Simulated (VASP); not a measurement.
Write the native input for VASP 6.6.1 that does the following.

```
Task                   : single point
Functional             : PBE
Potentials or basis    : VASP PAW PBE potentials, release 64 (Ba_sv, Ti_sv, O)
Cutoff                 : 520 eV
k mesh                 : 8 × 8 × 8
Occupations            : gaussian, width 0.05 eV
Spin                   : no spin polarisation
Dipole correction      : no
Further INCAR settings : ALGO = Normal; EDIFF = 1e-07; NBANDS = 28
```

The structure of BaTiO3 lies in POSCAR:

```
BaTiO3
1.0
    3.8935476923      0.0000000000      0.0000000000
    0.0000000000      3.8935476923      0.0000000000
    0.0000000000      0.0000000000      4.2829551653
Ba Ti O
1 1 3
Direct
    0.0000000000      0.0000000000      0.0000000000
    0.5000000000      0.5000000000      0.5000000000
    0.5000000000      0.5000000000      0.0000000000
    0.5000000000      0.0000000000      0.5000000000
    0.0000000000      0.5000000000      0.5000000000
```

This cell differs from its parent crystal: ratio of the length along z to the lengths across it x 1.1, volume and fractional coordinates fixed.

These files were run (other wordings do the same):

INCAR

```
PREC = Accurate
ENCUT = 520
EDIFF = 1E-7
ISMEAR = 0
SIGMA = 0.05
LREAL = F
LASPH = T
NELM = 100
ALGO = Normal
ISIF = 2
LWAVE = F
LCHARG = F
GGA = PE
NBANDS = 28
```

KPOINTS

```
Automatic mesh
0
Gamma
  8 8 8
```

Potentials or basis: VASP PAW PBE potentials, release 64 (Ba_sv, Ti_sv, O).

Launch:

```bash
$ cat potpaw_PBE.64/Ba_sv/POTCAR potpaw_PBE.64/Ti_sv/POTCAR potpaw_PBE.64/O/POTCAR > POTCAR
$ mpirun -np 1 vasp_std > vasp.out
```

It gave:

* Pressure: 3.8 GPa
* Band gap on the k mesh: 1.55 eV (least direct gap 1.78 eV)

Caveat: the cell stands under pressure; spin-orbit coupling is left out, which moves the levels of the heavy elements.

It took 3.6 min on 1 thread of Intel Xeon 8259CL, on a shared host, peak memory 0.27 GiB.
